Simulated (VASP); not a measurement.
# Mg (I4_1/amd) in VASP: further runs

Mg is run at these levels: PBE; tasks: single point, relaxation of cell and atoms.

Everything below comes from runs of VASP 6.6.1. Logs are shortened: lines on timing, memory, paths and dates and some standing lists are left out, and cuts for length are marked.

### 1 The cell of the first run

Symmetry: I4_1/amd, No. 141, tetragonal system. The conventional cell has a = 5.851 Å, b = 5.851 Å, c = 3.043 Å, α = 90.00°, β = 90.00°, γ = 90.00°. Within 4.0 Å of Mg (site symmetry -4m2) lie 10 Mg at 3.02 to 3.71 Å.

### 2 Single point, PBE

Contents of INCAR:

```
PREC = Accurate ; ENCUT = 520
EDIFF = 1E-6 ; ISMEAR = -1
SIGMA = 0.08 ; LREAL = False
LASPH = True ; NELM = 60
ALGO = Normal ; ISIF = 2
LWAVE = False ; LCHARG = True
GGA = PE ; LELF = True
LVHAR = True ; NBANDS = 9
```

Contents of KPOINTS:

```
regular mesh
0
Gamma
  14 14 14
```

Contents of POSCAR:

```
Mg
1.0
   -2.9253888873      2.9253888873      1.5216188256
    2.9253888873     -2.9253888873      1.5216188256
    2.9253888873      2.9253888873     -1.5216188256
Mg
2
Direct
   -0.3750000000     -0.1250000000     -0.2500000000
    0.3750000000      0.1250000000      0.2500000000
```

Potentials or basis: VASP PAW PBE potentials, release 64 (Mg).

On the command line:

```console
cat potpaw_PBE.64/Mg/POTCAR > POTCAR
mpirun -np 1 vasp_std > vasp.out
```

OUTCAR:

```text
PREC = Accurate
   ENCUT = 520
   EDIFF = 1E-6
   ISMEAR = -1
   LREAL = False
   LASPH = True
   NELM = 60
   ISIF = 2
   GGA = PE

 ion  position               nearest neighbor table
   1  0.625  0.875  0.750-   2 3.02   2 3.02   2 3.02   2 3.02
   2  0.375  0.125  0.250-   1 3.02   1 3.02   1 3.02   1 3.02

  LATTYP: Found a body centered tetragonal cell.
 ALAT       =     5.8507777746
 C/A-ratio  =     0.5201424099

  Lattice vectors:

 A1 = (  -2.9253888873,   2.9253888873,   1.5216188256)
 A2 = (   2.9253888873,  -2.9253888873,   1.5216188256)
 A3 = (   2.9253888873,   2.9253888873,  -1.5216188256)

Analysis of symmetry for initial positions (statically):
=====================================================================
 Subroutine PRICEL returns:
 Original cell was already a primitive cell.

 Routine SETGRP: Setting up the symmetry group for a
 body centered tetragonal supercell.

 Subroutine GETGRP returns: Found 16 space group operations
 (whereof  4 operations were pure point group operations)
 out of a pool of 16 trial point group operations.

The static configuration has the point symmetry C_2h.
 The point group associated with its full space group is D_4h.

Analysis of symmetry for dynamics (positions and initial velocities):
=====================================================================
 Subroutine PRICEL returns:
 Original cell was already a primitive cell.

 Routine SETGRP: Setting up the symmetry group for a
 body centered tetragonal supercell.

 Subroutine GETGRP returns: Found 16 space group operations
 (whereof  4 operations were pure point group operations)
 out of a pool of 16 trial point group operations.

The dynamic configuration has the point symmetry C_2h.
 The point group associated with its full space group is D_4h.

 Subroutine INISYM returns: Found 16 space group operations
 (whereof  4 operations are pure point group operations),
 and found     1 'primitive' translations

----------------------------------------------------------------------------------------

                                     Primitive cell

  volume of cell :      52.0874

  direct lattice vectors                    reciprocal lattice vectors
    -2.925388887  2.925388887  1.521618826     0.000000000  0.170917447  0.328597407
[... 89 lines left out ...]
   NSW    =      0    number of steps for IOM
   IBRION =     -1    ionic relax: 0-MD 1-quasi-New 2-CG
   NFREE  =      0    steps in history (QN), initial steepest desc. (CG)
   ISIF   =      2    stress and relaxation
   ISYM   =      2    0-nonsym 1-usesym 2-fastsym
   POTIM  = 0.5000    time-step for ionic-motion
   TEBEG  =    0.0;   TEEND  =   0.0 temperature during run
   PSTRESS=    0.0 pullay stress
   NELECT =       4.0000    total number of electrons
   NUPDOWN=      -1.0000    fix difference up-down
   EMIN   =  10.00;   EMAX   =-10.00  energy-range for DOS
   EFERMI =   0.00;   METHOD = LEGACY
   ISMEAR =    -1;   SIGMA  =   0.08  broadening in eV -4-tet -1-fermi 0-gaus
   EFERMI_NEDOS =   21; number of points for ismear=-14 and -15
   IALGO  =     38    algorithm
   IMIX   =      4    mixing-type and parameters
     AMIX     =   0.40;   BMIX     =  1.00
     AMIX_MAG =   1.60;   BMIX_MAG =  1.00
  volume/ion in A,a.u.               =      26.04       175.75
  Fermi-wavevector in a.u.,A,eV,Ry     =   0.695852  1.314970  6.588085  0.484211
  Thomas-Fermi vector in A             =   1.778740
   LORBIT       =      0    0 simple, 1 ext, 2 COOP (PROOUT), +10 PAW based schemes
   GGA     = PE    functional components
   LHFCALC =     F    Hartree Fock is set to
   AEXX    =    0.0000 exact exchange contribution
   IVDW    =     0    specifies the selected vdW correction
   LEPSILON=     F    determine dielectric tensor
   LRPA    =     F    only Hartree local field effects (RPA)
 non-spin polarized calculation
  energy-cutoff  :      520.00
  volume of cell :       52.09
 maximum number of plane-waves:      1429
 NGX is ok and might be reduce to    36
   NGX = 17   NGY = 17   NGZ = 17

 number of electron       4.0000000 magnetization

 Free energy of the ion-electron system (eV)
  ---------------------------------------------------
  ext. energy  EPLUGINS =         0.00000000
  ---------------------------------------------------
  free energy    TOTEN  =        -2.48211710 eV

  energy without entropy =       -2.46175659  energy(sigma->0) =       -2.47193684

 E-fermi :   1.9936     XC(G=0):  -8.0903

 val. band max:        1.9904725725   @ k =  -0.2143   0.4286   0.1429
 cond. band min:       2.0005975263   @ k =  -0.1429   0.4286   0.1429
 fundamental gap:      0.0101249538
 Fermi energy:         1.9936335388

 k-point     1 :       0.0000    0.0000    0.0000
  band No.  band energies     occupation
      1      -4.4196      2.00000
      2       3.5604      0.00000
      3       3.5604      0.00000
      4       4.5072      0.00000
      5       4.8027      0.00000
      6      10.6330      0.00000
      7      12.1107      0.00000
      8      12.2467      0.00000
      9      12.2467      0.00000
[... 265 lines left out ...]
 k-point    24 :       0.2857    0.1429    0.0000
  band No.  band energies     occupation
      1      -1.0347      2.00000
      2       2.9417      0.00001
      3       3.6656      0.00000
      4       4.1310      0.00000
      5       5.9957      0.00000
      6       6.4725      0.00000
      7       7.7686      0.00000
      8       9.0458      0.00000
      9      10.6314      0.00000

 [... further k-points ...]

------------------------ aborting loop because EDIFF is reached ----------------------------------------

  FORCE on cell =-STRESS in cart. coord.  units (eV):
  Direction    XX          YY          ZZ          XY          YZ          ZX
  --------------------------------------------------------------------------------------
  -------------------------------------------------------------------------------------
  Total       -0.1215949     -0.1215949     -0.1250803     -0.0000000      0.0000000     -0.0000000
  in kB       -3.7401843     -3.7401843     -3.8473917     -0.0000000      0.0000000     -0.0000000
  external PRESSURE =      -3.7759201 kB  Pullay stress =       0.0000000 kB

 VOLUME and BASIS-vectors are now :
 -----------------------------------------------------------------------------
  energy-cutoff  :      520.00
  volume of cell :       52.09
      direct lattice vectors                 reciprocal lattice vectors
    -2.925388887  2.925388887  1.521618826     0.000000000  0.170917447  0.328597407
     2.925388887 -2.925388887  1.521618826     0.170917447  0.000000000  0.328597407
     2.925388887  2.925388887 -1.521618826     0.170917447  0.170917447  0.000000000

 POSITION                                       TOTAL-FORCE (eV/Angst)
 -----------------------------------------------------------------------------------
      2.92539      1.46269      1.14121        -0.000000     -0.000000      0.000000
      0.00000      1.46269      0.38040         0.000000      0.000000     -0.000000
 -----------------------------------------------------------------------------------
    total drift:                                0.000000     -0.000000      0.000000

  FREE ENERGIE OF THE ION-ELECTRON SYSTEM (eV)
  ---------------------------------------------------
  free  energy   TOTEN  =        -2.4821170988 eV

  energy  without entropy=       -2.4617565871  energy(sigma->0) =       -2.47193684
```

OSZICAR:

```text
N       E                     dE             d eps       ncg     rms          rms(c)
DAV:   1     0.933462984190E-01    0.93346E-01   -0.12161E+03  4392   0.309E+02
DAV:   2    -0.246730927938E+01   -0.25607E+01   -0.24753E+01  5723   0.259E+01
DAV:   3    -0.250246092538E+01   -0.35152E-01   -0.34959E-01  5893   0.260E+00
DAV:   4    -0.250255110914E+01   -0.90184E-04   -0.90177E-04  5906   0.129E-01
DAV:   5    -0.250255144783E+01   -0.33868E-06   -0.33874E-06  5737   0.727E-03    0.855E-01
DAV:   6    -0.249212921417E+01    0.10422E-01   -0.15696E-03  5308   0.213E-01    0.547E-01
DAV:   7    -0.248209716892E+01    0.10032E-01   -0.71984E-03  5047   0.399E-01    0.329E-02
DAV:   8    -0.248211886040E+01   -0.21691E-04   -0.69021E-05  5823   0.460E-02    0.860E-03
DAV:   9    -0.248211743845E+01    0.14219E-05   -0.27326E-06  5562   0.682E-03    0.638E-04
DAV:  10    -0.248211709884E+01    0.33961E-06   -0.26187E-08  2904   0.869E-04
   1 F= -.24821171E+01 E0= -.24719368E+01  d E =-.203605E-01
```

stdout:

```text
POSCAR found type information on POSCAR Mg
 POSCAR found :  1 types and       2 ions
 scaLAPACK will be used
 LDA part: xc-table for (Slater+PW92), standard interpolation
 POSCAR, INCAR and KPOINTS ok, starting setup
 FFT: planning ... GRIDC
 FFT: planning ... GRID_SOFT
 FFT: planning ... GRID
 WAVECAR not read
 entering main loop
```

Wall time 56 s (1 thread of AMD EPYC 9R45 (Zen 5), shared host); peak memory 0.24 GiB.

Results:

```yaml
Free_energy: -2.4821 eV
Pressure: -0.4 GPa
Band_gap_on_the_k_mesh: zero (bands 2 and 3 overlap by 4.91 eV)
```

(Part 1 of 2 ends here.)
